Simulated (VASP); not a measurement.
# Ca (Im-3m) in VASP: single point with PBE

Aim: the single point of Ca with PBE.

All numbers are computed with VASP 6.6.1; they aren't measurements. Logs are shortened: lines on timing, memory, paths and dates and some standing lists are left out, and cuts for length are marked.

### Step 1. The cell of the first run

The structure is cubic, space group Im-3m (No. 229). Conventional cell: a = 4.429 Å, b = 4.429 Å, c = 4.429 Å, α = 90.00°, β = 90.00°, γ = 90.00°. Within 5.0 Å of Ca (site symmetry m-3m) lie 14 Ca at 3.84 to 4.43 Å.

### Step 2. Single point, PBE

Input file INCAR:

```
PREC = Accurate ; ENCUT = 520
EDIFF = 1E-6 ; ISMEAR = 0
SIGMA = 0.05 ; LREAL = F
LASPH = T ; NELM = 80
ALGO = Normal ; ISIF = 2
LWAVE = F ; LCHARG = F
GGA = PE ; NBANDS = 11
```

Input file KPOINTS:

```
regular mesh
0
Gamma
  14 14 14
```

Input file POSCAR:

```
Ca
1.0
   -2.2144248414      2.2144248414      2.2144248414
    2.2144248414     -2.2144248414      2.2144248414
    2.2144248414      2.2144248414     -2.2144248414
Ca
1
Direct
    0.0000000000      0.0000000000      0.0000000000
```

Potentials or basis: VASP PAW PBE potentials, release 64 (Ca_sv).

Started as:

```sh
> cat potpaw_PBE.64/Ca_sv/POTCAR > POTCAR
> mpirun -np 1 vasp_std > vasp.out
```

OUTCAR:

```text
PREC = Accurate
   ENCUT = 520
   EDIFF = 1E-6
   ISMEAR = 0
   LREAL = F
   LASPH = T
   NELM = 80
   ISIF = 2
   GGA = PE

 ion  position               nearest neighbor table
   1  0.000  0.000  0.000-

  LATTYP: Found a body centered cubic cell.
 ALAT       =     4.4288496828

  Lattice vectors:

 A1 = (  -2.2144248414,   2.2144248414,   2.2144248414)
 A2 = (   2.2144248414,  -2.2144248414,   2.2144248414)
 A3 = (   2.2144248414,   2.2144248414,  -2.2144248414)

Analysis of symmetry for initial positions (statically):
=====================================================================
 Subroutine PRICEL returns:
 Original cell was already a primitive cell.

 Routine SETGRP: Setting up the symmetry group for a
 body centered cubic supercell.

 Subroutine GETGRP returns: Found 48 space group operations
 (whereof 48 operations were pure point group operations)
 out of a pool of 48 trial point group operations.

The static configuration has the point symmetry O_h .

Analysis of symmetry for dynamics (positions and initial velocities):
=====================================================================
 Subroutine PRICEL returns:
 Original cell was already a primitive cell.

 Routine SETGRP: Setting up the symmetry group for a
 body centered cubic supercell.

 Subroutine GETGRP returns: Found 48 space group operations
 (whereof 48 operations were pure point group operations)
 out of a pool of 48 trial point group operations.

The dynamic configuration has the point symmetry O_h .

 Subroutine INISYM returns: Found 48 space group operations
 (whereof 48 operations are pure point group operations),
 and found     1 'primitive' translations

----------------------------------------------------------------------------------------

                                     Primitive cell

  volume of cell :      43.4353

  direct lattice vectors                    reciprocal lattice vectors
    -2.214424841  2.214424841  2.214424841     0.000000000  0.225792265  0.225792265
     2.214424841 -2.214424841  2.214424841     0.225792265  0.000000000  0.225792265
     2.214424841  2.214424841 -2.214424841     0.225792265  0.225792265  0.000000000

  length of vectors
     3.835496335  3.835496335  3.835496335     0.319318483  0.319318483  0.319318483

  position of ions in fractional coordinates (direct lattice)
     0.000000000  0.000000000  0.000000000

  ion indices of the primitive-cell ions
   primitive index   ion index
                 1           1

----------------------------------------------------------------------------------------

 KPOINTS: regular mesh

Automatic generation of k-mesh.
 Grid dimensions read from file:
 generate k-points for:   14   14   14

 Generating k-lattice:

  Cartesian coordinates                     Fractional coordinates (reciprocal lattice)
     0.000000000  0.016128019  0.016128019     0.071428571  0.000000000  0.000000000
     0.016128019  0.000000000  0.016128019     0.000000000  0.071428571  0.000000000
     0.016128019  0.016128019  0.000000000     0.000000000  0.000000000  0.071428571

  Length of vectors
     0.022808463  0.022808463  0.022808463

  Shift w.r.t. Gamma in fractional coordinates (k-lattice)
     0.000000000  0.000000000  0.000000000

 Subroutine IBZKPT returns following result:
 ===========================================

 Found    104 irreducible k-points:

 Following reciprocal coordinates:
            Coordinates               Weight
  0.000000  0.000000  0.000000      1.000000
  0.071429  0.000000  0.000000     12.000000
  0.142857  0.000000  0.000000     12.000000
  0.214286  0.000000  0.000000     12.000000
  0.285714  0.000000  0.000000     12.000000
  0.357143  0.000000  0.000000     12.000000
[... 16 lines left out ...]
  0.285714  0.285714  0.000000     24.000000
  0.357143  0.285714  0.000000     24.000000
 [... further k-points ...]
   k-points           NKPTS =    104   k-points in BZ     NKDIM =    104   number of bands    NBANDS=     11
   number of dos      NEDOS =    301   number of ions     NIONS =      1
   total plane-waves  NPLWV =  27000
   dimension x,y,z NGX =    30 NGY =   30 NGZ =   30
   dimension x,y,z NGXF=    60 NGYF=   60 NGZF=   60
   ions per type =               1
   NGX,Y,Z   is equivalent  to a cutoff of  13.00, 13.00, 13.00 a.u.
   NGXF,Y,Z  is equivalent  to a cutoff of  26.01, 26.01, 26.01 a.u.
 SYSTEM =  unknown system
   PREC   = accura    normal or accurate (medium, high low for compatibility)
   ISTART =      0    job   : 0-new  1-cont  2-samecut
   ICHARG =      2    charge: 1-file 2-atom 10-const
   ISPIN  =      1    spin polarized calculation?
   LNONCOLLINEAR =      F non collinear calculations
   LSORBIT =      F    spin-orbit coupling
   LASPH  =      T    aspherical Exc in radial PAW
   ENCUT  =  520.0 eV  38.22 Ry    6.18 a.u.   7.13  7.13  7.13*2*pi/ulx,y,z
   NELM   =     80;   NELMIN=  2; NELMDL= -5     # of ELM steps
   EDIFF  = 0.1E-05   stopping-criterion for ELM
   LREAL  =      F    real-space projection
   EDIFFG = 0.1E-04   stopping-criterion for IOM
   NSW    =      0    number of steps for IOM
   IBRION =     -1    ionic relax: 0-MD 1-quasi-New 2-CG
   NFREE  =      0    steps in history (QN), initial steepest desc. (CG)
   ISIF   =      2    stress and relaxation
   ISYM   =      2    0-nonsym 1-usesym 2-fastsym
   POTIM  = 0.5000    time-step for ionic-motion
   TEBEG  =    0.0;   TEEND  =   0.0 temperature during run
   PSTRESS=    0.0 pullay stress
   NELECT =      10.0000    total number of electrons
   NUPDOWN=      -1.0000    fix difference up-down
   EMIN   =  10.00;   EMAX   =-10.00  energy-range for DOS
   EFERMI =   0.00;   METHOD = LEGACY
   ISMEAR =     0;   SIGMA  =   0.05  broadening in eV -4-tet -1-fermi 0-gaus
   EFERMI_NEDOS =   21; number of points for ismear=-14 and -15
   IALGO  =     38    algorithm
   IMIX   =      4    mixing-type and parameters
     AMIX     =   0.40;   BMIX     =  1.00
     AMIX_MAG =   1.60;   BMIX_MAG =  1.00
  volume/ion in A,a.u.               =      43.44       293.12
  Fermi-wavevector in a.u.,A,eV,Ry     =   1.003369  1.896092 13.697649  1.006749
  Thomas-Fermi vector in A             =   2.135916
   LORBIT       =      0    0 simple, 1 ext, 2 COOP (PROOUT), +10 PAW based schemes
   GGA     = PE    functional components
   LHFCALC =     F    Hartree Fock is set to
   AEXX    =    0.0000 exact exchange contribution
   IVDW    =     0    specifies the selected vdW correction
   LEPSILON=     F    determine dielectric tensor
   LRPA    =     F    only Hartree local field effects (RPA)
 non-spin polarized calculation
 Gauss-broadening in eV      SIGMA  =   0.05
  energy-cutoff  :      520.00
  volume of cell :       43.44
 maximum number of plane-waves:      1189
 NGX is ok and might be reduce to    30
   NGX = 15   NGY = 15   NGZ = 15

 number of electron      10.0000002 magnetization

 Free energy of the ion-electron system (eV)
  ---------------------------------------------------
  ext. energy  EPLUGINS =         0.00000000
  ---------------------------------------------------
  free energy    TOTEN  =        -1.91181099 eV

  energy without entropy =       -1.90973425  energy(sigma->0) =       -1.91077262

 E-fermi :   1.9092     XC(G=0):  -7.6471

 val. band max:        1.8917029551   @ k =   0.5000   0.5000   0.2857
 cond. band min:       1.9124078535   @ k =  -0.4286  -0.4286   0.1429
 fundamental gap:      0.0207048984
 Fermi energy:         1.9091535012

 k-point     1 :       0.0000    0.0000    0.0000
  band No.  band energies     occupation
      1     -40.2394      2.00000
      2     -21.1578      2.00000
      3     -21.1578      2.00000
      4     -21.1578      2.00000
      5      -2.1227      2.00000
      6       4.1452      0.00000
      7       4.1452      0.00000
      8       4.1452      0.00000
      9       5.1689      0.00000
     10       5.1689      0.00000
     11      11.9509      0.00000

 k-point     2 :       0.0714    0.0000    0.0000
  band No.  band energies     occupation
      1     -40.2387      2.00000
      2     -21.1642      2.00000
      3     -21.1599      2.00000
      4     -21.1578      2.00000
      5      -2.0324      2.00000
      6       4.0894      0.00000
      7       4.1116      0.00000
      8       4.2125      0.00000
      9       5.1020      0.00000
     10       5.1703      0.00000
     11      11.8320      0.00000

 k-point     3 :       0.1429    0.0000    0.0000
  band No.  band energies     occupation
      1     -40.2369      2.00000
      2     -21.1819      2.00000
      3     -21.1659      2.00000
      4     -21.1577      2.00000
      5      -1.7660      2.00000
      6       3.9401      0.00000
      7       3.9615      0.00000
      8       4.4107      0.00000
      9       4.9902      0.00000
     10       5.1797      0.00000
     11      11.2332      0.00000

 k-point     4 :       0.2143    0.0000    0.0000
  band No.  band energies     occupation
      1     -40.2343      2.00000
      2     -21.2074      2.00000
      3     -21.1745      2.00000
      4     -21.1577      2.00000
      5      -1.3370      2.00000
      6       3.6374      0.00000
      7       3.7404      0.00000
      8       4.7274      0.00000
      9       4.9675      0.00000
     10       5.2078      0.00000
     11      10.1244      0.00000

 k-point     5 :       0.2857    0.0000    0.0000
  band No.  band energies     occupation
      1     -40.2315      2.00000
      2     -21.2353      2.00000
      3     -21.1840      2.00000
      4     -21.1576      2.00000
      5      -0.7698      2.00000
      6       3.1973      0.00000
      7       3.5368      0.00000
      8       5.0221      0.00000
      9       5.1376      0.00000
     10       5.2614      0.00000
     11       8.9365      0.00000

 k-point     6 :       0.3571    0.0000    0.0000
  band No.  band energies     occupation
      1     -40.2288      2.00000
      2     -21.2604      2.00000
      3     -21.1925      2.00000
      4     -21.1576      2.00000
      5      -0.1052      2.00000
      6       2.7089      0.00000
      7       3.3669      0.00000
      8       5.0763      0.00000
      9       5.3342      0.00000
     10       5.5916      0.00000
     11       7.9401      0.00000

 k-point     7 :       0.4286    0.0000    0.0000
  band No.  band energies     occupation
      1     -40.2271      2.00000
      2     -21.2776      2.00000
      3     -21.1984      2.00000
      4     -21.1575      2.00000
      5       0.5804      2.00000
      6       2.1952      0.00000
      7       3.2557      0.00000
      8       5.0810      0.00000
      9       5.4019      0.00000
     10       5.9893      0.00000
     11       7.2985      0.00000

 k-point     8 :       0.5000    0.0000    0.0000
  band No.  band energies     occupation
      1     -40.2264      2.00000
      2     -21.2838      2.00000
      3     -21.2005      2.00000
      4     -21.1575      2.00000
      5       1.0053      2.00000
      6       1.8437      1.93591
      7       3.2172      0.00000
      8       5.0665      0.00000
      9       5.4303      0.00000
     10       6.1596      0.00000
     11       7.0849      0.00000
[... 141 lines left out ...]
 k-point    19 :       0.4286    0.1429    0.0000
  band No.  band energies     occupation
      1     -40.2258      2.00000
      2     -21.2756      2.00000
      3     -21.2080      2.00000
      4     -21.1658      2.00000
      5       1.2608      2.00000
      6       1.8672      1.76414
      7       3.0938      0.00000
      8       5.0103      0.00000
      9       5.4421      0.00000
     10       6.3127      0.00000
     11       6.8674      0.00000

 k-point    20 :       0.2143    0.2143    0.0000
  band No.  band energies     occupation
      1     -40.2282      2.00000
      2     -21.2538      2.00000
      3     -21.1972      2.00000
      4     -21.1684      2.00000
      5       0.0626      2.00000
      6       2.8261      0.00000
      7       3.2027      0.00000
      8       4.9496      0.00000
      9       5.3839      0.00000
     10       5.7233      0.00000
     11       7.9916      0.00000

 k-point    21 :       0.2857    0.2143   -0.0000
  band No.  band energies     occupation
      1     -40.2264      2.00000
      2     -21.2623      2.00000
      3     -21.2098      2.00000
      4     -21.1701      2.00000
      5       0.7267      2.00000
      6       2.4852      0.00000
      7       3.0085      0.00000
      8       5.0337      0.00000
      9       5.3668      0.00000
     10       6.1509      0.00000
     11       7.1776      0.00000

 k-point    22 :       0.3571    0.2143    0.0000
  band No.  band energies     occupation
      1     -40.2254      2.00000
      2     -21.2657      2.00000
      3     -21.2182      2.00000
      4     -21.1708      2.00000
      5       1.3720      2.00000
      6       2.0624      0.00001
      7       2.8894      0.00000
      8       5.0594      0.00000
      9       5.3996      0.00000
     10       6.4859      0.00000
     11       6.6694      0.00000

 k-point    23 :       0.2857    0.2857    0.0000
  band No.  band energies     occupation
      1     -40.2253      2.00000
      2     -21.2588      2.00000
      3     -21.2252      2.00000
      4     -21.1726      2.00000
      5       1.3681      2.00000
      6       2.2952      0.00000
      7       2.6968      0.00000
      8       5.1443      0.00000
      9       5.3281      0.00000
     10       6.5727      0.00000
     11       6.5969      0.00000

 k-point    24 :       0.3571    0.2857    0.0000
  band No.  band energies     occupation
      1     -40.2249      2.00000
      2     -21.2539      2.00000
      3     -21.2346      2.00000
      4     -21.1733      2.00000
      5       1.9143      0.88349
      6       1.9881      0.02556
      7       2.5151      0.00000
      8       5.1952      0.00000
      9       5.3451      0.00000
     10       6.3124      0.00000
     11       6.8784      0.00000

 [... further k-points ...]
[... 5 lines left out ...]
  --------------------------------------------------------------------------------------
  -------------------------------------------------------------------------------------
  Total       -0.1231974     -0.1231974     -0.1231974      0.0000000     -0.0000000      0.0000000
  in kB       -4.5443252     -4.5443252     -4.5443252      0.0000000     -0.0000000      0.0000000
  external PRESSURE =      -4.5443252 kB  Pullay stress =       0.0000000 kB

 VOLUME and BASIS-vectors are now :
 -----------------------------------------------------------------------------
  energy-cutoff  :      520.00
  volume of cell :       43.44
      direct lattice vectors                 reciprocal lattice vectors
    -2.214424841  2.214424841  2.214424841     0.000000000  0.225792265  0.225792265
     2.214424841 -2.214424841  2.214424841     0.225792265  0.000000000  0.225792265
     2.214424841  2.214424841 -2.214424841     0.225792265  0.225792265  0.000000000

 POSITION                                       TOTAL-FORCE (eV/Angst)
 -----------------------------------------------------------------------------------
      0.00000      0.00000      0.00000         0.000000      0.000000      0.000000
 -----------------------------------------------------------------------------------
    total drift:                               -0.000000     -0.000000      0.000000

  FREE ENERGIE OF THE ION-ELECTRON SYSTEM (eV)
  ---------------------------------------------------
  free  energy   TOTEN  =        -1.9118109870 eV

  energy  without entropy=       -1.9097342536  energy(sigma->0) =       -1.91077262
```

Wall time 34 s (1 thread of Intel Xeon 6975P-C (Granite Rapids), shared host); peak memory 0.19 GiB.

Results:

```yaml
Free_energy: -1.9118 eV
Pressure: -0.5 GPa
Band_gap_on_the_k_mesh: zero (band 5 reaches 2.13 eV, above the bottom of band 6 at 1.84 eV)
```
